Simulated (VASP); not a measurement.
Write the native input for VASP 6.6.1 that does the following.

```yaml
Task: single point
Functional: PBE
Dispersion: D3(BJ)
Potentials_or_basis: VASP PAW PBE potentials, release 64 (C, H)
Cutoff: 520 eV
k_mesh: 6 × 6 × 1
Occupations: gaussian, width 0.1 eV
Spin: no spin polarisation
Dipole_correction: yes
Further_INCAR_settings: ALGO = Normal; EDIFF = 1e-07; NBANDS = 28
```

The structure of HC4 lies in POSCAR:

```
HC4
1.0
    4.9314011428      0.0000000001      0.0000000000
   -2.4657005715      4.2707186659      0.0000000000
    0.0000000000      0.0000000000     18.0000000000
C H
8 2
Direct
    0.1666666667      0.3333333333      0.2222222222
    0.1666666667      0.8333333333      0.2222222222
    0.6666666667      0.3333333333      0.2222222222
    0.6666666667      0.8333333333      0.2222222222
    0.3333333333      0.1666666667      0.2222222222
    0.3333333333      0.6666666667      0.2222222222
    0.8333333333      0.1666666667      0.2222222222
    0.8333333333      0.6666666667      0.2222222222
    0.1739562988      0.1739571079      0.3666666667
    0.3260437012      0.3260428921      0.3666666667
```

One way to write it, as run:

INCAR

```
SYSTEM = HC4
PREC     = Accurate       ! precision mode
ENCUT    = 520            ! plane-wave cutoff, eV
EDIFF    = 1E-7           ! SCF threshold, eV
ISMEAR   = 0              ! smearing method
SIGMA    = 0.1            ! smearing width, eV
LREAL    = .False.        ! projectors in reciprocal space
LASPH    = .True.         ! aspherical terms in the spheres
NELM     = 60             ! most SCF steps
ALGO     = Normal         ! electronic algorithm
ISIF     = 2              ! what is computed and relaxed
LWAVE    = .False.        ! write WAVECAR
LCHARG   = .False.        ! write CHGCAR
LDIPOL   = .True.       
IDIPOL   = 3            
DIPOL    = 0.5 0.5 0.251
GGA      = PE             ! functional
IVDW     = 12             ! dispersion correction
NBANDS   = 28             ! bands
```

KPOINTS

```
Automatic mesh
0
Gamma
  6 6 1
  0 0 0
```

Potentials or basis: VASP PAW PBE potentials, release 64 (C, H).

The run is started by

```sh
$ cat potpaw_PBE.64/C/POTCAR potpaw_PBE.64/H/POTCAR > POTCAR
$ mpirun -np 1 vasp_std > vasp.out
```

It gave:

```
Largest force              : 0.185 eV/Å
Band gap on the k mesh     : 0.01 eV
Dispersion energy per atom : -0.080 eV
```

Wall time 4.8 min on 1 thread of Intel(R) Xeon(R) Platinum 8259CL CPU @ 2.50GHz (Skylake/Cascade Lake) (shared host), peak memory 0.56 GiB.
